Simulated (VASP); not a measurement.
# Li2BeGeTe4 (I-42m) in VASP: a series of runs

The runs below take Li2BeGeTe4 through single point, with PBE.

All numbers are computed with VASP 6.6.1; they aren't measurements. Logs are shortened: lines on timing, memory, paths and dates and some standing lists are left out, and cuts for length are marked.

### 1 The cell of the first run

The structure is tetragonal, space group I-42m (No. 121). The conventional cell has a = 5.761 Å, b = 5.761 Å, c = 12.751 Å, α = 90.00°, β = 90.00°, γ = 90.00°. Within 3.5 Å of Li (site symmetry -4) lie 4 Te at 2.66 Å. Within 3.2 Å of Be (site symmetry -42m) lie 4 Te at 2.44 Å. Within 3.4 Å of Ge (site symmetry -42m) lie 4 Te at 2.60 Å. Te (site symmetry m) has 1 Be at 2.44 Å and 1 Ge at 2.60 Å and 2 Li at 2.66 Å within 3.2 Å.

### 2 Single point, PBE (26.45 Å³/atom)

INCAR reads:

```
ALGO = Normal
EDIFF = 1E-6
ENCUT = 520
GGA = PE
ISIF = 2
ISMEAR = 0
LASPH = True
LCHARG = False
LREAL = False
LWAVE = False
NBANDS = 33
NELM = 60
PREC = Accurate
SIGMA = 0.01
```

KPOINTS reads:

```
k-points
0
Gamma
  6 6 6
```

POSCAR reads:

```
Li2BeGeTe4
1.0
   -2.8806926193      2.8806926193      6.3755008574
    2.8806926193     -2.8806926193      6.3755008574
    2.8806926193      2.8806926193     -6.3755008574
Li Be Ge Te
2 1 1 4
Direct
    0.7500000000      0.2500000000      0.5000000000
    0.2500000000      0.7500000000      0.5000000000
    0.0000000000      0.0000000000      0.0000000000
    0.5000000000      0.5000000000      0.0000000000
    0.8784144638      0.8784144638      0.5246788895
    0.1215855362      0.6462644257      0.0000000000
    0.6462644257      0.1215855362      0.0000000000
    0.3537355743      0.3537355743      0.4753211105
```

Potentials or basis: VASP PAW PBE potentials, release 64 (Li_sv, Be, Ge_d, Te).

The run is started by

```bash
> cat potpaw_PBE.64/Li_sv/POTCAR potpaw_PBE.64/Be/POTCAR potpaw_PBE.64/Ge_d/POTCAR potpaw_PBE.64/Te/POTCAR > POTCAR
> mpirun -np 1 vasp_std > vasp.out
```

OUTCAR:

```text
EDIFF = 1E-6
   ENCUT = 520
   GGA = PE
   ISIF = 2
   ISMEAR = 0
   LASPH = True
   LREAL = False
   NELM = 60
   PREC = Accurate

 ion  position               nearest neighbor table
   1  0.750  0.250  0.500-   8 2.66   7 2.66   6 2.66   5 2.66
   2  0.250  0.750  0.500-   8 2.66   6 2.66   7 2.66   5 2.66
   3  0.000  0.000  0.000-   5 2.44   6 2.44   7 2.44   8 2.44
   4  0.500  0.500  0.000-   5 2.60   6 2.60   7 2.60   8 2.60
   5  0.878  0.878  0.525-   3 2.44   4 2.60   1 2.66   2 2.66
   6  0.122  0.646  0.000-   3 2.44   4 2.60   2 2.66   1 2.66
   7  0.646  0.122  0.000-   3 2.44   4 2.60   1 2.66   2 2.66
   8  0.354  0.354  0.475-   3 2.44   4 2.60   2 2.66   1 2.66

  LATTYP: Found a body centered tetragonal cell.
 ALAT       =     5.7613852386
 C/A-ratio  =     2.2131833208

  Lattice vectors:

 A1 = (  -2.8806926193,   2.8806926193,   6.3755008574)
 A2 = (   2.8806926193,  -2.8806926193,   6.3755008574)
 A3 = (   2.8806926193,   2.8806926193,  -6.3755008574)

Analysis of symmetry for initial positions (statically):
=====================================================================
 Subroutine PRICEL returns:
 Original cell was already a primitive cell.

 Routine SETGRP: Setting up the symmetry group for a
 body centered tetragonal supercell.

 Subroutine GETGRP returns: Found  8 space group operations
 (whereof  8 operations were pure point group operations)
 out of a pool of 16 trial point group operations.

The static configuration has the point symmetry D_2d.

Analysis of symmetry for dynamics (positions and initial velocities):
=====================================================================
 Subroutine PRICEL returns:
 Original cell was already a primitive cell.

 Routine SETGRP: Setting up the symmetry group for a
 body centered tetragonal supercell.

 Subroutine GETGRP returns: Found  8 space group operations
 (whereof  8 operations were pure point group operations)
 out of a pool of 16 trial point group operations.

The dynamic configuration has the point symmetry D_2d.

 Subroutine INISYM returns: Found  8 space group operations
 (whereof  8 operations are pure point group operations),
 and found     1 'primitive' translations

----------------------------------------------------------------------------------------

                                     Primitive cell

  volume of cell :     211.6256

  direct lattice vectors                    reciprocal lattice vectors
    -2.880692619  2.880692619  6.375500857     0.000000000  0.173569369  0.078425211
     2.880692619 -2.880692619  6.375500857     0.173569369  0.000000000  0.078425211
     2.880692619  2.880692619 -6.375500857     0.173569369  0.173569369  0.000000000

  length of vectors
     7.565962670  7.565962670  7.565962670     0.190464799  0.190464799  0.245464156

  position of ions in fractional coordinates (direct lattice)
     0.750000000  0.250000000  0.500000000
     0.250000000  0.750000000  0.500000000
     0.000000000  0.000000000  0.000000000
     0.500000000  0.500000000  0.000000000
     0.878414464  0.878414464  0.524678890
     0.121585536  0.646264426  0.000000000
     0.646264426  0.121585536  0.000000000
     0.353735574  0.353735574  0.475321110

  ion indices of the primitive-cell ions
   primitive index   ion index
                 1           1
                 2           2
                 3           3
                 4           4
                 5           5
                 6           6
                 7           7
                 8           8

----------------------------------------------------------------------------------------

 KPOINTS: k-points

Automatic generation of k-mesh.
 Grid dimensions read from file:
 generate k-points for:    6    6    6

 Generating k-lattice:

  Cartesian coordinates                     Fractional coordinates (reciprocal lattice)
     0.000000000  0.028928228  0.013070869     0.166666667  0.000000000  0.000000000
     0.028928228  0.000000000  0.013070869     0.000000000  0.166666667  0.000000000
     0.028928228  0.028928228  0.000000000     0.000000000  0.000000000  0.166666667

  Length of vectors
     0.031744133  0.031744133  0.040910693

  Shift w.r.t. Gamma in fractional coordinates (k-lattice)
     0.000000000  0.000000000  0.000000000

 Subroutine IBZKPT returns following result:
 ===========================================

 Found     30 irreducible k-points:

 Following reciprocal coordinates:
            Coordinates               Weight
  0.000000  0.000000  0.000000      1.000000
  0.166667  0.000000 -0.000000      8.000000
  0.333333 -0.000000  0.000000      8.000000
  0.500000  0.000000  0.000000      4.000000
  0.166667  0.166667 -0.000000      8.000000
  0.333333  0.166667  0.000000     16.000000
[... 16 lines left out ...]
 -0.333333 -0.333333  0.166667      8.000000
 -0.166667 -0.333333  0.166667      8.000000
 [... further k-points ...]
   k-points           NKPTS =     30   k-points in BZ     NKDIM =     30   number of bands    NBANDS=     33
   number of dos      NEDOS =    301   number of ions     NIONS =      8
   total plane-waves  NPLWV = 175616
   dimension x,y,z NGX =    56 NGY =   56 NGZ =   56
   dimension x,y,z NGXF=   112 NGYF=  112 NGZF=  112
   ions per type =               2   1   1   4
   NGX,Y,Z   is equivalent  to a cutoff of  12.30, 12.30, 12.30 a.u.
   NGXF,Y,Z  is equivalent  to a cutoff of  24.61, 24.61, 24.61 a.u.
 SYSTEM =  unknown system
   PREC   = accura    normal or accurate (medium, high low for compatibility)
   ISTART =      0    job   : 0-new  1-cont  2-samecut
   ICHARG =      2    charge: 1-file 2-atom 10-const
   ISPIN  =      1    spin polarized calculation?
   LNONCOLLINEAR =      F non collinear calculations
   LSORBIT =      F    spin-orbit coupling
   LASPH  =      T    aspherical Exc in radial PAW
   ENCUT  =  520.0 eV  38.22 Ry    6.18 a.u.  14.07 14.07 14.07*2*pi/ulx,y,z
   NELM   =     60;   NELMIN=  2; NELMDL= -5     # of ELM steps
   EDIFF  = 0.1E-05   stopping-criterion for ELM
   LREAL  =      F    real-space projection
   EDIFFG = 0.1E-04   stopping-criterion for IOM
   NSW    =      0    number of steps for IOM
   IBRION =     -1    ionic relax: 0-MD 1-quasi-New 2-CG
   NFREE  =      0    steps in history (QN), initial steepest desc. (CG)
   ISIF   =      2    stress and relaxation
   ISYM   =      2    0-nonsym 1-usesym 2-fastsym
   POTIM  = 0.5000    time-step for ionic-motion
   TEBEG  =    0.0;   TEEND  =   0.0 temperature during run
   PSTRESS=    0.0 pullay stress
   NELECT =      46.0000    total number of electrons
   NUPDOWN=      -1.0000    fix difference up-down
   EMIN   =  10.00;   EMAX   =-10.00  energy-range for DOS
   EFERMI =   0.00;   METHOD = LEGACY
   ISMEAR =     0;   SIGMA  =   0.01  broadening in eV -4-tet -1-fermi 0-gaus
   EFERMI_NEDOS =   21; number of points for ismear=-14 and -15
   IALGO  =     38    algorithm
   IMIX   =      4    mixing-type and parameters
     AMIX     =   0.40;   BMIX     =  1.00
     AMIX_MAG =   1.60;   BMIX_MAG =  1.00
  volume/ion in A,a.u.               =      26.45       178.51
  Fermi-wavevector in a.u.,A,eV,Ry     =   0.984324  1.860103 13.182599  0.968894
  Thomas-Fermi vector in A             =   2.115548
   LORBIT       =      0    0 simple, 1 ext, 2 COOP (PROOUT), +10 PAW based schemes
   GGA     = PE    functional components
   LHFCALC =     F    Hartree Fock is set to
   AEXX    =    0.0000 exact exchange contribution
   IVDW    =     0    specifies the selected vdW correction
   LEPSILON=     F    determine dielectric tensor
   LRPA    =     F    only Hartree local field effects (RPA)
 non-spin polarized calculation
 Gauss-broadening in eV      SIGMA  =   0.01
  energy-cutoff  :      520.00
  volume of cell :      211.63
 maximum number of plane-waves:      5726
   NGX = 29   NGY = 29   NGZ = 29

 number of electron      46.0000019 magnetization

 Free energy of the ion-electron system (eV)
  ---------------------------------------------------
  ext. energy  EPLUGINS =         0.00000000
  ---------------------------------------------------
  free energy    TOTEN  =       -28.13721789 eV

  energy without entropy =      -28.13721789  energy(sigma->0) =      -28.13721789

 E-fermi :   4.1123     XC(G=0):  -8.5552

 val. band max:        4.0101422473   @ k =  -0.1667   0.1667   0.0000
 cond. band min:       4.2222825539   @ k =   0.5000   0.5000   0.0000
 fundamental gap:      0.2121403066
 Fermi energy:         4.1123197471

 k-point     1 :       0.0000    0.0000    0.0000
  band No.  band energies     occupation
      1     -41.4486      2.00000
      2     -41.4481      2.00000
      3     -21.2292      2.00000
      4     -21.2292      2.00000
      5     -21.2200      2.00000
      6     -21.2137      2.00000
[... 25 lines left out ...]
     32       8.5203      0.00000
     33       8.9418      0.00000

 k-point     2 :       0.1667    0.0000   -0.0000
  band No.  band energies     occupation
      1     -41.4485      2.00000
      2     -41.4481      2.00000
      3     -21.2292      2.00000
      4     -21.2292      2.00000
      5     -21.2200      2.00000
      6     -21.2137      2.00000
[... 25 lines left out ...]
     32       8.8764      0.00000
     33       9.2978      0.00000
[... 754 lines left out ...]
     32       9.2579      0.00000
     33      10.1568      0.00000

 k-point    24 :      -0.1667   -0.3333    0.1667
  band No.  band energies     occupation
      1     -41.4486      2.00000
      2     -41.4481      2.00000
      3     -21.2292      2.00000
      4     -21.2292      2.00000
      5     -21.2200      2.00000
      6     -21.2137      2.00000
[... 25 lines left out ...]
     32       9.2761      0.00000
     33       9.7612      0.00000

 [... further k-points ...]

------------------------ aborting loop because EDIFF is reached ----------------------------------------

  FORCE on cell =-STRESS in cart. coord.  units (eV):
  Direction    XX          YY          ZZ          XY          YZ          ZX
  --------------------------------------------------------------------------------------
  -------------------------------------------------------------------------------------
  Total        3.3961838      3.3961838      3.6409213      0.0000000      0.0000000      0.0000000
  in kB       25.7118676     25.7118676     27.5647295      0.0000000      0.0000000      0.0000000
  external PRESSURE =      26.3294882 kB  Pullay stress =       0.0000000 kB

 VOLUME and BASIS-vectors are now :
 -----------------------------------------------------------------------------
  energy-cutoff  :      520.00
  volume of cell :      211.63
      direct lattice vectors                 reciprocal lattice vectors
    -2.880692619  2.880692619  6.375500857     0.000000000  0.173569369  0.078425211
     2.880692619 -2.880692619  6.375500857     0.173569369  0.000000000  0.078425211
     2.880692619  2.880692619 -6.375500857     0.173569369  0.173569369  0.000000000

 POSITION                                       TOTAL-FORCE (eV/Angst)
 -----------------------------------------------------------------------------------
     -0.00000      2.88069      3.18775         0.000000     -0.000000      0.000000
      2.88069     -0.00000      3.18775         0.000000      0.000000      0.000000
      0.00000      0.00000      0.00000         0.000000      0.000000      0.000000
      0.00000      0.00000      6.37550         0.000000      0.000000      0.000000
      1.51144      1.51144      7.85557         0.062950      0.062950      0.262555
      1.51144     -1.51144      4.89543         0.062950     -0.062950     -0.262555
     -1.51144      1.51144      4.89543        -0.062950      0.062950     -0.262555
      1.36925      1.36925      1.48007        -0.062950     -0.062950      0.262555
 -----------------------------------------------------------------------------------
    total drift:                               -0.000000     -0.000000     -0.000003

  FREE ENERGIE OF THE ION-ELECTRON SYSTEM (eV)
  ---------------------------------------------------
  free  energy   TOTEN  =       -28.1372178930 eV

  energy  without entropy=      -28.1372178930  energy(sigma->0) =      -28.13721789
```

Wall time 3 min (1 thread of AMD EPYC 9R45 (Zen 5), shared host); peak memory 0.53 GiB.

What came out:

```yaml
Free_energy: -28.1372 eV
Largest_force: 0.277 eV/Å
Band_gap_on_the_k_mesh: 0.21 eV (least direct gap 0.31 eV)
```

Forces on the atoms (eV/Å):
```
Li   0.000  0.000  0.000
Li   0.000  0.000  0.000
Be   0.000  0.000  0.000
Ge   0.000  0.000  0.000
Te   0.063  0.063  0.263
Te   0.063 -0.063 -0.263
Te  -0.063  0.063 -0.263
Te  -0.063 -0.063  0.263
```

Caveat: the cutoff is under 1.25 times the usual one of these potentials, so pressure, stress and relaxed cells hold a basis-set (Pulay) error; semilocal functionals underestimate gaps, and a narrow one can read as zero; spin-orbit coupling is left out, which moves the levels of the heavy elements. A k mesh can miss the band edges.

### 3 Single point, PBE (27.30 Å³/atom)

This run uses another cell than the first one, of 27.30 Å³/atom.

INCAR reads:

```
SYSTEM = Li2BeGeTe4
PREC = Accurate ; ENCUT = 520
EDIFF = 1E-6 ; ISMEAR = 0
SIGMA = 0.01 ; LREAL = .False.
LASPH = .True. ; NELM = 80
ALGO = Normal ; ISIF = 2
LWAVE = .False. ; LCHARG = .True.
GGA = PE ; LELF = .True.
LVHAR = .True. ; NBANDS = 33
```

KPOINTS reads:

```
Automatic mesh
0
Gamma
  6 6 6
  0 0 0
```

Changes to POSCAR since step 2:

```diff
@@ -2,5 +2,5 @@
 1.0
-   -2.8806926193      2.8806926193      6.3755008574
-    2.8806926193     -2.8806926193      6.3755008574
-    2.8806926193      2.8806926193     -6.3755008574
+   -2.9110179281      2.9110179281      6.4426163248
+    2.9110179281     -2.9110179281      6.4426163248
+    2.9110179281      2.9110179281     -6.4426163248
 Li Be Ge Te
```

Potentials or basis: VASP PAW PBE potentials, release 64 (Li_sv, Be, Ge_d, Te).

The run is started by

```bash
> cat potpaw_PBE.64/Li_sv/POTCAR potpaw_PBE.64/Be/POTCAR potpaw_PBE.64/Ge_d/POTCAR potpaw_PBE.64/Te/POTCAR > POTCAR
> mpirun -np 1 vasp_std > vasp.out
```

Run time: 3.4 min. Hardware: 1 thread of AMD EPYC 9R45 (Zen 5), shared host; peak memory 0.6 GiB.

Results (log left out):

```
Free energy            : -28.2191 eV
Largest force          : 0.134 eV/Å
Band gap on the k mesh : 0.17 eV (least direct gap 0.25 eV)
```

Forces in eV/Å, atoms in the order of the input:
```
Li   0.000  0.000  0.000
Li   0.000  0.000  0.000
Be   0.000  0.000  0.000
Ge   0.000  0.000  0.000
Te   0.027  0.027  0.128
Te   0.027 -0.027 -0.128
Te  -0.027  0.027 -0.128
Te  -0.027 -0.027  0.128
```

Levels at points of the mesh, in eV from the valence-band top:
```csv
k point,band 19,band 20,band 21,band 22,band 23,band 24,band 25,band 26,band 27,band 28
"(0.00, 0.00, 0.00)",-2.17,-1.97,-0.61,0.00,0.00,0.30,1.52,3.45,3.45,4.10
"(0.50, 0.00, 0.00)",-2.04,-1.52,-1.42,-0.95,-0.91,1.72,2.61,3.11,4.10,4.33
"(0.50, 0.50, 0.00)",-1.69,-1.60,-1.05,-0.15,-0.08,0.17,2.40,3.58,3.70,3.71
"(0.50, 0.50, 0.50)",-1.93,-1.93,-1.63,-0.50,-0.50,0.33,1.69,2.05,2.05,3.20
```

Caveat: the cutoff is under 1.25 times the usual one of these potentials, so pressure, stress and relaxed cells hold a basis-set (Pulay) error; semilocal functionals underestimate gaps, and a narrow one can read as zero; spin-orbit coupling is left out, which moves the levels of the heavy elements.
